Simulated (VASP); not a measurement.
BaZrO3, 5 atoms in the cell. It takes space group Pm-3m (No. 221, cubic). The conventional cell has a = 4.191 Å, b = 4.191 Å, c = 4.191 Å, α = 90.00°, β = 90.00°, γ = 90.00°. Within 3.9 Å of Ba (site symmetry m-3m) lie 12 O at 2.96 Å and 8 Zr at 3.63 Å. Within 2.8 Å of Zr (site symmetry m-3m) lie 6 O at 2.10 Å. Within 2.8 Å of O (site symmetry 4/mmm) lie 2 Zr at 2.10 Å. 

```yaml
Program: VASP 6.6.1
Task: single point
Functional: PBEsol
Potentials_or_basis: VASP PAW PBE potentials, release 64 (Ba_sv, Zr_sv, O)
Cutoff: 520 eV
k_mesh: 2 × 2 × 2
Occupations: gaussian, width 0.01 eV
Spin: no spin polarisation
Dipole_correction: no
Further_INCAR_settings: ALGO = Normal; EDIFF = 1e-07; NBANDS = 28
```

Potentials or basis: VASP PAW PBE potentials, release 64 (Ba_sv, Zr_sv, O).

Command:

```console
$ cat potpaw_PBE.64/Ba_sv/POTCAR potpaw_PBE.64/Zr_sv/POTCAR potpaw_PBE.64/O/POTCAR > POTCAR
$ mpirun -np 1 vasp_std > vasp.out
```

Hardware: 1 thread of Intel(R) Xeon(R) 6975P-C (Granite Rapids), on a shared host.

Task: How long does it take, and how much memory?

Result: It took 8.3 s on 1 thread of Intel(R) Xeon(R) 6975P-C (Granite Rapids), on a shared host, peak memory 0.17 GiB. Counts: scf iterations 15, k points 4.
